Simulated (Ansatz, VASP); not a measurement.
# CdTe4 in VASP and in Ansatz

```
Cd Te
1.0
     5.55600    0.00000    0.00000
     0.00000    5.55600    0.00000
     0.00000    0.00000    5.55600
Cd Te
1 4
Cartesian
  0.0000 0.0000 0.0000
  2.7780 0.0000 0.0000
  0.0000 2.7780 0.0000
  0.0000 0.0000 2.7780
  2.7780 2.7780 2.7780
```

Alike in both runs: functional PBE; k mesh 4 × 4 × 4; occupations gaussian, width 0.1 eV; no spin polarisation.

Ansatz relaxed the structure, and its values are those at the end. VASP's run is a single point on that final structure, the one shown.

|  | VASP | Ansatz |
| --- | --- | --- |
| version | VASP 6.6.1 | Ansatz 0.2.0 |
| potentials or method | VASP PAW PBE potentials, release 64 (Cd, Te), cutoff 520 eV | scalar-relativistic, plane waves, PAW |
| valence electrons in the cell | 36 | 84 |

```tsv
	VASP	Ansatz	Ansatz less VASP
gap on the k mesh at the Fermi level (eV)	none	none	-
pressure (GPa)	-0.1	-0.1	-0.08
```

A gap of «none» marks a metal or a gap that the smearing closes. With one functional, cell and mesh, what is left measures potentials, basis and numerics. VASP's potentials hold 36 valence electrons a cell and Ansatz's 84, so a difference there can come from the potentials and not from the codes.

Neither program's run includes spin-orbit coupling.
